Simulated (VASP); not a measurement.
Input of a VASP 6.6.1 run:

The input INCAR:

```
PREC = Accurate
ENCUT = 500
EDIFF = 1E-6
ISMEAR = 0
SIGMA = 0.1
LREAL = False
LASPH = True
NELM = 120
ALGO = Normal
ISIF = 2
LWAVE = False
LCHARG = True
GGA = PE
IVDW = 12
LELF = True
LVHAR = True
NBANDS = 15
GGA_COMPAT = False
```

The input KPOINTS:

```
Automatic mesh
0
Gamma
  4 4 4
```

POSCAR

```
CaSe
1.0
    0.0000000000      3.3000000000      3.3000000000
    3.3000000000      0.0000000000      3.3000000000
    3.3000000000      3.3000000000      0.0000000000
Ca Se
1 1
Direct
    0.0000000000      0.0000000000      0.0000000000
    0.7500000000      0.7500000000      0.7500000000
```

Potentials or basis: VASP PAW PBE potentials, release 64 (Ca_sv, Se).

Command:

```sh
$ cat potpaw_PBE.64/Ca_sv/POTCAR potpaw_PBE.64/Se/POTCAR > POTCAR
$ mpirun -np 1 vasp_std > vasp.out
```

Problem. What does it give for the band gap on the k mesh?

Solution. 3.14 eV, indirect (least direct gap 3.24 eV).

Problem. Predict the dispersion energy per atom.

Solution. -0.244 eV.

Problem. Estimate the pressure.

Solution. -1.3 GPa.

A k mesh can miss the band edges. A hybrid or GW would open this gap; PBE tends to underestimate it.
